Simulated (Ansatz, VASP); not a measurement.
**One calculation of InSe, two programs**

Contents of INCAR:

```
ALGO = Normal
EDIFF = 1E-7
ENCUT = 520
GGA = PE
ISIF = 2
ISMEAR = -1
LASPH = T
LCHARG = F
LREAL = F
LWAVE = F
NBANDS = 27
NELM = 60
PREC = Accurate
SIGMA = 0.02
```

File KPOINTS:

```
k-points
0
Gamma
  7 7 6
```

Contents of POSCAR:

```
InSe
1.0
    5.8679026766     -2.0550000000      0.0000000000
    5.8679026766      2.0550000000      0.0000000000
   -1.5994156962      0.0000000000      4.4533660986
In Se
2 2
Direct
    0.8840000000      0.8840000000      0.0050000000
    0.1160000000      0.1160000000      0.9950000000
    0.6600000000      0.6600000000      0.6420000000
    0.3400000000      0.3400000000      0.3580000000
```

Input for Ansatz:

```yaml
crystal:
  lattice:
    - [5.8679026766, -2.055, 0.0]
    - [5.8679026766, 2.055, 0.0]
    - [-1.5994156962, 0.0, 4.4533660986]
  atoms:
    - { symbol: In, position: [0.884, 0.884, 0.005] }
    - { symbol: In, position: [0.116, 0.116, 0.995] }
    - { symbol: Se, position: [0.66, 0.66, 0.642] }
    - { symbol: Se, position: [0.34, 0.34, 0.358] }
kpoints:
  mp_grid: { grid: [7, 7, 6] }
  band_path:
    path:
      - [0.0, 0.0, 0.0]
      - [-0.2846167901, 0.2846167901, 0.0]
      - [-0.7153832099, -0.2846167901, 0.0]
      - [-0.5, -0.5, 0.0]
      - [0.0, 0.0, 0.0]
      - [-0.5, -0.5, 0.5]
      - [-0.7444030698, -0.2555969302, 0.5]
      - [-0.2555969302, 0.2555969302, 0.5]
      - [0.0, 0.0, 0.5]
    npoints: 5
scf:
  occupations: { method: fermi_dirac, width: 0.02 }
hamiltonian:
  xc: pbe
  pseudopotentials: { kind: all_electron, lapw: { basis_error: 0.0005 } }
output:
  forces: true
  stress: true
  eigenvalues: true
```

Change from the starting cell: zz strain of +3 %.

Alike in both runs: task single point; functional PBE; k mesh 7 × 7 × 6; occupations fermi-dirac, width 0.02 eV; no spin polarisation.

|  | VASP | Ansatz |
| --- | --- | --- |
| version | VASP 6.6.1 | Ansatz 0.2.0 |
| potentials or method | VASP PAW PBE potentials, release 64 (In_d, Se), cutoff 520 eV | all-electron LAPW, scalar-relativistic |

Ansatz gave:

* gap on the k mesh at the Fermi level (eV): 0.97
* pressure (GPa): 1.4
* traceless stress, the component that is largest in VASP (GPa): 2.48
* rms of the force components (eV/Å): 0.385

Which values does VASP return?

gap on the k mesh at the Fermi level (eV): 0.96; pressure (GPa): 1.4; traceless stress, the component that is largest in VASP (GPa): 2.48; rms of the force components (eV/Å): 0.382.

Atom by atom the forces differ by 0.006 eV/Å (rms over components). Ansatz ran all-electron here, and VASP with PAW potentials.
